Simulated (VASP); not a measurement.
# C: single point with PBE+D3(BJ)

Crystal: C.

```xyz
2
Lattice="2.4030 0.0000 0.0000 -1.2015 2.0811 0.0000 0.0000 0.0000 3.4827" Properties=species:S:1:pos:R:3 pbc="T T T"
C     0.0000    1.4069    0.0000
C     1.2015    0.6742    0.0000
```

```
Program                : VASP 6.6.1
Task                   : single point
Functional             : PBE
Dispersion             : D3(BJ)
Potentials or basis    : VASP PAW PBE potentials, release 64 (C)
Cutoff                 : 520 eV
k mesh                 : 21 × 21 × 12
Occupations            : gaussian, width 0.15 eV
Spin                   : no spin polarisation
Dipole correction      : no
Further INCAR settings : ALGO = Normal; EDIFF = 1e-06; NBANDS = 11
```

```
Pressure                   : 25.6 GPa
Largest force              : 2.668 eV/Å
Band gap on the k mesh     : zero (band 4 reaches 5.07 eV, above the bottom of band 5 at 4.61 eV)
Dispersion energy per atom : -0.148 eV
```

Forces on the atoms (eV/Å):
```
C    0.000 -2.668  0.000
C    0.000  2.668  0.000
```

Stress tensor (GPa, compression positive):
```
31.10  0.00  0.00
 0.00 44.99  0.00
 0.00  0.00  0.61
```

Levels at points of the mesh, in eV from the Fermi level:
```
           k point  band 1  band 2  band 3  band 4  band 5  band 6  band 7  band 8
(0.00, 0.00, 0.00)  -20.24   -7.31   -3.60   -2.36    3.70    8.02    9.61   12.58
(0.00, 0.00, 0.50)  -20.03   -8.89   -3.58   -2.33    8.08    9.44    9.69   12.28
```

Run time: 52 s on 1 thread of Intel(R) Xeon(R) 6975P-C (Granite Rapids) (shared host), peak memory 0.24 GiB.

Caveat: forces of over 1 eV/Å act on the atoms, so gaps and moduli don't describe the material at rest.
